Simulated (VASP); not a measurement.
Na3LiB5, 9 atoms in the cell. Symmetry: P-4m2, No. 115, tetragonal system. Conventional cell: a = 3.972 Å, b = 3.972 Å, c = 9.691 Å, α = 90.00°, β = 90.00°, γ = 90.00°. Within 3.7 Å of Na (site symmetry -4m2) lie 4 B at 2.81 Å and 4 Na at 3.15 Å. Within 3.7 Å of Na (site symmetry 2mm) lie 8 B at 2.81 to 3.15 Å and 2 Li at 3.11 Å and 2 Na at 3.15 Å. Li (site symmetry -4m2) has 8 B at 2.18 Å within 2.9 Å. B (site symmetry m) has 3 B at 1.67 to 1.73 Å and 2 Li at 2.18 Å within 2.2 Å. Within 3.7 Å of B (site symmetry -4m2) lie 8 Na at 2.81 to 3.15 Å. 

* Program: VASP 6.6.1
* Task: single point
* Functional: PBE
* Potentials or basis: VASP PAW PBE potentials, release 64 (Na_pv, Li_sv, B)
* Cutoff: 520 eV
* k mesh: 4 × 4 × 4
* Occupations: gaussian, width 0.1 eV
* Spin: no spin polarisation
* Dipole correction: no
* Further INCAR settings: ALGO = Normal; EDIFF = 1e-06; NBANDS = 30

Potentials or basis: VASP PAW PBE potentials, release 64 (Na_pv, Li_sv, B).

Launch:

```sh
$ cat potpaw_PBE.64/Na_pv/POTCAR potpaw_PBE.64/Li_sv/POTCAR potpaw_PBE.64/B/POTCAR > POTCAR
$ mpirun -np 1 vasp_std > vasp.out
```

Hardware: 1 thread of Intel(R) Xeon(R) 6975P-C (Granite Rapids), on a shared host.

Task: Estimate the wall time of this run.

Result: Wall time 63 s on 1 thread of Intel(R) Xeon(R) 6975P-C (Granite Rapids), with other jobs on the host, peak memory 0.26 GiB. Counts: scf iterations 15, k points 18.
